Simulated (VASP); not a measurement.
# Bi (Im-3m) in VASP: further runs, part 2 of 2

VASP 6.6.1. Earlier steps stand in the parts before.

## 4. Single point, PBE+D3(BJ)

This run uses another cell than the first one, of 28.29 Å³/atom, 0.887 times its volume.

File INCAR:

```
SYSTEM = Bi
PREC = Accurate
ENCUT = 500
EDIFF = 1E-6
ISMEAR = 0
SIGMA = 0.1
LREAL = .False.
LASPH = .True.
NELM = 120
ALGO = Normal
ISIF = 2
LWAVE = .False.
LCHARG = .False.
GGA = PE
IVDW = 12
NBANDS = 14
GGA_COMPAT = .False.
```

File KPOINTS:

```
Automatic mesh
0
Gamma
  16 16 16
  0 0 0
```

File POSCAR:

```
Bi
1.0
   -1.9194685907      1.9194685907      1.9194685907
    1.9194685907     -1.9194685907      1.9194685907
    1.9194685907      1.9194685907     -1.9194685907
Bi
1
Direct
    0.0000000000      0.0000000000      0.0000000000
```

Potentials or basis: VASP PAW PBE potentials, release 64 (Bi_d).

Command:

```console
cat potpaw_PBE.64/Bi_d/POTCAR > POTCAR
mpirun -np 1 vasp_std > vasp.out
```

OUTCAR:

```text
SYSTEM = Bi
   PREC = Accurate
   ENCUT = 500
   EDIFF = 1E-6
   ISMEAR = 0
   LREAL = .False.
   LASPH = .True.
   NELM = 120
   ISIF = 2
   GGA = PE
   IVDW = 12
 IVDW          = 12

 ion  position               nearest neighbor table
   1  0.000  0.000  0.000-

  LATTYP: Found a body centered cubic cell.
 ALAT       =     3.8389371814

  Lattice vectors:

 A1 = (  -1.9194685907,   1.9194685907,   1.9194685907)
 A2 = (   1.9194685907,  -1.9194685907,   1.9194685907)
 A3 = (   1.9194685907,   1.9194685907,  -1.9194685907)

Analysis of symmetry for initial positions (statically):
=====================================================================
 Subroutine PRICEL returns:
 Original cell was already a primitive cell.

 Routine SETGRP: Setting up the symmetry group for a
 body centered cubic supercell.

 Subroutine GETGRP returns: Found 48 space group operations
 (whereof 48 operations were pure point group operations)
 out of a pool of 48 trial point group operations.

The static configuration has the point symmetry O_h .

Analysis of symmetry for dynamics (positions and initial velocities):
=====================================================================
 Subroutine PRICEL returns:
 Original cell was already a primitive cell.

 Routine SETGRP: Setting up the symmetry group for a
 body centered cubic supercell.

 Subroutine GETGRP returns: Found 48 space group operations
 (whereof 48 operations were pure point group operations)
 out of a pool of 48 trial point group operations.

The dynamic configuration has the point symmetry O_h .

 Subroutine INISYM returns: Found 48 space group operations
 (whereof 48 operations are pure point group operations),
 and found     1 'primitive' translations

----------------------------------------------------------------------------------------

                                     Primitive cell

  volume of cell :      28.2881

  direct lattice vectors                    reciprocal lattice vectors
    -1.919468591  1.919468591  1.919468591     0.000000000  0.260488764  0.260488764
     1.919468591 -1.919468591  1.919468591     0.260488764  0.000000000  0.260488764
     1.919468591  1.919468591 -1.919468591     0.260488764  0.260488764  0.000000000

  length of vectors
     3.324617123  3.324617123  3.324617123     0.368386742  0.368386742  0.368386742

  position of ions in fractional coordinates (direct lattice)
     0.000000000  0.000000000  0.000000000

  ion indices of the primitive-cell ions
   primitive index   ion index
                 1           1

----------------------------------------------------------------------------------------

 KPOINTS: Automatic mesh

Automatic generation of k-mesh.
 Grid dimensions read from file:
 generate k-points for:   16   16   16

 Generating k-lattice:

  Cartesian coordinates                     Fractional coordinates (reciprocal lattice)
     0.000000000  0.016280548  0.016280548     0.062500000  0.000000000  0.000000000
     0.016280548  0.000000000  0.016280548     0.000000000  0.062500000  0.000000000
     0.016280548  0.016280548  0.000000000     0.000000000  0.000000000  0.062500000

  Length of vectors
     0.023024171  0.023024171  0.023024171

  Shift w.r.t. Gamma in fractional coordinates (k-lattice)
     0.000000000  0.000000000  0.000000000

 Subroutine IBZKPT returns following result:
 ===========================================

 Found    145 irreducible k-points:

 Following reciprocal coordinates:
            Coordinates               Weight
  0.000000  0.000000  0.000000      1.000000
  0.062500  0.000000  0.000000     12.000000
  0.125000  0.000000  0.000000     12.000000
  0.187500  0.000000  0.000000     12.000000
  0.250000  0.000000  0.000000     12.000000
  0.312500  0.000000  0.000000     12.000000
[... 16 lines left out ...]
  0.187500  0.187500  0.000000     24.000000
  0.250000  0.187500  0.000000     48.000000
 [... further k-points ...]
   k-points           NKPTS =    145   k-points in BZ     NKDIM =    145   number of bands    NBANDS=     14
   number of dos      NEDOS =    301   number of ions     NIONS =      1
   total plane-waves  NPLWV =  13824
   dimension x,y,z NGX =    24 NGY =   24 NGZ =   24
   dimension x,y,z NGXF=    48 NGYF=   48 NGZF=   48
   ions per type =               1
   NGX,Y,Z   is equivalent  to a cutoff of  12.00, 12.00, 12.00 a.u.
   NGXF,Y,Z  is equivalent  to a cutoff of  24.00, 24.00, 24.00 a.u.
 SYSTEM =  Bi
   PREC   = accura    normal or accurate (medium, high low for compatibility)
   ISTART =      0    job   : 0-new  1-cont  2-samecut
   ICHARG =      2    charge: 1-file 2-atom 10-const
   ISPIN  =      1    spin polarized calculation?
   LNONCOLLINEAR =      F non collinear calculations
   LSORBIT =      F    spin-orbit coupling
   LASPH  =      T    aspherical Exc in radial PAW
   ENCUT  =  500.0 eV  36.75 Ry    6.06 a.u.   6.06  6.06  6.06*2*pi/ulx,y,z
   NELM   =    120;   NELMIN=  2; NELMDL= -5     # of ELM steps
   EDIFF  = 0.1E-05   stopping-criterion for ELM
   LREAL  =      F    real-space projection
   EDIFFG = 0.1E-04   stopping-criterion for IOM
   NSW    =      0    number of steps for IOM
   IBRION =     -1    ionic relax: 0-MD 1-quasi-New 2-CG
   NFREE  =      0    steps in history (QN), initial steepest desc. (CG)
   ISIF   =      2    stress and relaxation
   ISYM   =      2    0-nonsym 1-usesym 2-fastsym
   POTIM  = 0.5000    time-step for ionic-motion
   TEBEG  =    0.0;   TEEND  =   0.0 temperature during run
   PSTRESS=    0.0 pullay stress
   NELECT =      15.0000    total number of electrons
   NUPDOWN=      -1.0000    fix difference up-down
   EMIN   =  10.00;   EMAX   =-10.00  energy-range for DOS
   EFERMI =   0.00;   METHOD = LEGACY
   ISMEAR =     0;   SIGMA  =   0.10  broadening in eV -4-tet -1-fermi 0-gaus
   EFERMI_NEDOS =   21; number of points for ismear=-14 and -15
   IALGO  =     38    algorithm
   IMIX   =      4    mixing-type and parameters
     AMIX     =   0.40;   BMIX     =  1.00
     AMIX_MAG =   1.60;   BMIX_MAG =  1.00
  volume/ion in A,a.u.               =      28.29       190.90
  Fermi-wavevector in a.u.,A,eV,Ry     =   1.325066  2.504012 23.889115  1.755800
  Thomas-Fermi vector in A             =   2.454555
   LORBIT       =      0    0 simple, 1 ext, 2 COOP (PROOUT), +10 PAW based schemes
   GGA     = PE    functional components
   LHFCALC =     F    Hartree Fock is set to
   AEXX    =    0.0000 exact exchange contribution
   IVDW    =    12    specifies the selected vdW correction
   LEPSILON=     F    determine dielectric tensor
   LRPA    =     F    only Hartree local field effects (RPA)
 non-spin polarized calculation
 Gauss-broadening in eV      SIGMA  =   0.10
  energy-cutoff  :      500.00
  volume of cell :       28.29
 maximum number of plane-waves:       736
   NGX = 13   NGY = 13   NGZ = 13

 number of electron      15.0000012 magnetization

 Free energy of the ion-electron system (eV)
  ---------------------------------------------------
  ext. energy  EPLUGINS =         0.00000000
  ---------------------------------------------------
  free energy    TOTEN  =        -3.68839981 eV

  energy without entropy =       -3.68563324  energy(sigma->0) =       -3.68701652

 E-fermi :   9.1530     XC(G=0): -10.7567

 val. band max:        9.1511878940   @ k =   0.3125   0.1250   0.0625
 cond. band min:       9.1580427919   @ k =  -0.2500   0.3750   0.1250
 fundamental gap:      0.0068548979
 Fermi energy:         9.1530119520

 k-point     1 :       0.0000    0.0000    0.0000
  band No.  band energies     occupation
      1     -13.9664      2.00000
      2     -13.9664      2.00000
      3     -13.9664      2.00000
      4     -13.7909      2.00000
      5     -13.7909      2.00000
      6      -5.0617      2.00000
      7      15.0120      0.00000
      8      15.0120      0.00000
      9      15.0120      0.00000
     10      19.6008      0.00000
     11      19.6465      0.00000
     12      19.6465      0.00000
     13      19.6465      0.00000
     14      21.4820      0.00000
[... 375 lines left out ...]
 k-point    24 :       0.2500    0.1875    0.0000
  band No.  band energies     occupation
      1     -13.9860      2.00000
      2     -13.9151      2.00000
      3     -13.8184      2.00000
      4     -13.8087      2.00000
      5     -13.7448      2.00000
      6      -2.3265      2.00000
      7       5.9846      2.00000
      8       8.9771      1.98717
      9      12.3317      0.00000
     10      17.5587      0.00000
     11      18.9214      0.00000
     12      21.3201      0.00000
     13      23.6652      0.00000
     14      23.8120      0.00000

 [... further k-points ...]

------------------------ aborting loop because EDIFF is reached ----------------------------------------

 Edisp (eV)   -0.55707

 E8    (eV) :    -0.2734

  FORCE on cell =-STRESS in cart. coord.  units (eV):
  Direction    XX          YY          ZZ          XY          YZ          ZX
  --------------------------------------------------------------------------------------
  -------------------------------------------------------------------------------------
  Total       0.72164     0.72164     0.72164     0.00000     0.00000    -0.00000
  in kB      40.87226    40.87226    40.87226     0.00000     0.00000    -0.00000
  external pressure =       40.87 kB  Pullay stress =        0.00 kB

 VOLUME and BASIS-vectors are now :
 -----------------------------------------------------------------------------
  energy-cutoff  :      500.00
  volume of cell :       28.29
      direct lattice vectors                 reciprocal lattice vectors
    -1.919468591  1.919468591  1.919468591     0.000000000  0.260488764  0.260488764
     1.919468591 -1.919468591  1.919468591     0.260488764  0.000000000  0.260488764
     1.919468591  1.919468591 -1.919468591     0.260488764  0.260488764  0.000000000

 POSITION                                       TOTAL-FORCE (eV/Angst)
 -----------------------------------------------------------------------------------
      0.00000      0.00000      0.00000        -0.000000     -0.000000      0.000000
 -----------------------------------------------------------------------------------
    total drift:                               -0.000000      0.000000      0.000000

  FREE ENERGIE OF THE ION-ELECTRON SYSTEM (eV)
  ---------------------------------------------------
  free  energy   TOTEN  =        -4.2454676392 eV

  energy  without entropy=       -4.2427010644  energy(sigma->0) =       -4.24408435
```

stdout:

```text
POSCAR found type information on POSCAR Bi
 POSCAR found :  1 types and       1 ions
 scaLAPACK will be used
 LDA part: xc-table for (Slater+PW92), standard interpolation
 POSCAR, INCAR and KPOINTS ok, starting setup
 FFT: planning ... GRIDC
 FFT: planning ... GRID_SOFT
 FFT: planning ... GRID
 WAVECAR not read
 entering main loop
```

Run time: 47 s. Hardware: 1 thread of AMD EPYC 7R13, shared host; peak memory 0.15 GiB.

What came out:

| Item | Value |
| --- | --- |
| Free energy | -4.2455 eV |
| Pressure | 4.1 GPa |
| Dispersion energy per atom | -0.557 eV |

Caveat: spin-orbit coupling is left out, which moves the levels of the heavy elements; pairwise dispersion overbinds metals, which lowers pressure and volume.

## 5. Overview

| cell | cutoff (eV) | gap on the mesh (eV) | pressure (GPa) |
| --- | --- | --- | --- |
| a = 3.460 Å, angles 109.5°, 1 atom | 520 | none | -2.9 |
| a = 3.503 Å, angles 109.5°, 1 atom | 520 | none | -4.4 |
| a = 3.325 Å, angles 109.5°, 1 atom | 500 | none | 4.1 |

Alike in all rows: task single point; level PBE+D3(BJ); potentials or basis VASP PAW PBE potentials, release 64 (Bi_d); no spin polarisation; k mesh 16 × 16 × 16; smearing gaussian 0.1 eV.

Caveats: spin-orbit coupling is left out, which moves the levels of the heavy elements; pairwise dispersion overbinds metals, which lowers pressure and volume.

Total energies depend on the potentials used, so only differences within one code and one set of settings carry meaning.
